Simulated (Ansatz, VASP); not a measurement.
## One calculation of Ru, two programs

```
Ru
1.0
     4.23978    0.00000    0.00000
    -2.11989    3.67176    0.00000
     0.00000    0.00000    2.66517
Ru
3
Direct
  0.00000 0.00000 0.00000
  0.33333 0.66667 0.50000
  0.66667 0.33333 0.50000
```

Alike in both runs: task single point; functional r2SCAN; k mesh 10 × 10 × 13; occupations fermi-dirac, width 0.1 eV; no spin polarisation.

|  | VASP | Ansatz |
| --- | --- | --- |
| version | VASP 6.6.1 | Ansatz 0.2.0 |
| potentials or method | VASP PAW PBE potentials, release 64 (Ru_pv), cutoff 520 eV | plane waves (500 eV) with PAW, scalar-relativistic |
| valence electrons in the cell | 42 | 48 |

```csv
,VASP,Ansatz,Ansatz less VASP
pressure (GPa),1.5,0.0,-1.46
"traceless stress, the component that is largest in VASP (GPa)",0.23,0.43,+0.204
```

VASP's potentials were made for PBE, not for r2SCAN. With one functional, cell and mesh, what is left measures potentials, basis and numerics. VASP's potentials hold 42 valence electrons a cell and Ansatz's 48, so a difference there can come from the potentials and not from the codes.
